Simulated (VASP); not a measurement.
Here is a VASP 6.6.1 calculation.

The input INCAR:

```
ALGO = Normal
EDIFF = 1E-7
EDIFFG = -0.01
ENCUT = 600
GGA = PE
IBRION = 2
ISIF = 3
ISMEAR = 0
LASPH = T
LCHARG = F
LREAL = F
LWAVE = F
NELM = 60
NSW = 100
PREC = Accurate
SIGMA = 0.1
```

The input KPOINTS:

```
k-points
0
Gamma
  12 12 6
```

Contents of POSCAR:

```
Si5O
1.0
    4.8833593215      0.0000000000      0.0000000000
   -2.4416796608      4.2291132282      0.0000000000
    0.0000000000      0.0000000000      5.8179068751
Si O
5 1
Direct
    0.0000000000      0.0000000000      0.7835442031
    0.0000000000      0.0000000000      0.2164557969
    0.5000000000      0.0000000000      0.0000000000
    0.0000000000      0.5000000000      0.0000000000
    0.5000000000      0.5000000000      0.0000000000
    0.0000000000      0.0000000000      0.5000000000
```

Potentials or basis: VASP PAW PBE potentials, release 64 (Si, O).

Run with:

```sh
$ cat potpaw_PBE.64/Si/POTCAR potpaw_PBE.64/O/POTCAR > POTCAR
$ mpirun -np 1 vasp_std > vasp.out
```

(1) What does it give for the band gap on the k mesh?

(2) Estimate the relaxed volume.

## Answers

(1) zero (bands 13 and 14 overlap by 1.99 eV).

(2) 19.95 Å³/atom.
